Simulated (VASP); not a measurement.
Set up this calculation in VASP 6.6.1, as the native input.

| Property | Result |
| --- | --- |
| Task | single point |
| Functional | LDA |
| Potentials or basis | VASP PAW LDA potentials, release 64 (Ti_sv, Al) |
| Cutoff | 520 eV |
| k mesh | 21 × 21 × 12 |
| Occupations | gaussian, width 0.15 eV |
| Spin | collinear spin |
| Starting moments | [0.125, 0.0] μB |
| Fixed moment | 0.125 μB |
| Dipole correction | no |
| Further INCAR settings | ALGO = Normal; EDIFF = 1e-07; NBANDS = 18 |

The structure of TiAl lies in POSCAR:

```
TiAl
1.0
    2.7349265319      0.0000000000      0.0000000000
   -1.3674632659      2.3685158541      0.0000000000
    0.0000000000      0.0000000000      4.4642272374
Ti Al
1 1
Direct
    0.0000000000      0.0000000000      0.0000000000
    0.3333333333      0.6666666667      0.5000000000
```

These files were run (other wordings do the same):

INCAR

```
PREC = Accurate
ENCUT = 520
EDIFF = 1E-7
ISMEAR = 0
SIGMA = 0.15
LREAL = False
LASPH = True
NELM = 150
ALGO = Normal
ISIF = 2
LWAVE = False
LCHARG = False
ISPIN = 2
MAGMOM = 0.125 0
LORBIT = 11
NUPDOWN = 0.125
LMAXMIX = 4
NBANDS = 18
```

KPOINTS

```
regular mesh
0
Gamma
  21 21 12
```

Potentials or basis: VASP PAW LDA potentials, release 64 (Ti_sv, Al).

Launch:

```console
$ cat potpaw_LDA.64/Ti_sv/POTCAR potpaw_LDA.64/Al/POTCAR > POTCAR
$ mpirun -np 1 vasp_std > vasp.out
```

Results of the run:

```json
{"Pressure": "11.6 GPa", "Net moment": "0.12 μB per cell", "Site moments": "Ti +0.07; Al +0.01 μB", "Valence electrons inside the program's atomic spheres": "Ti 10.47; Al 0.88"}
```

Caveat: the cell stands under pressure; the total moment is fixed, so each spin has its own Fermi level.

Wall time 4.4 min on 1 thread of Intel(R) Xeon(R) 6975P-C (Granite Rapids), on a shared host, peak memory 0.34 GiB.
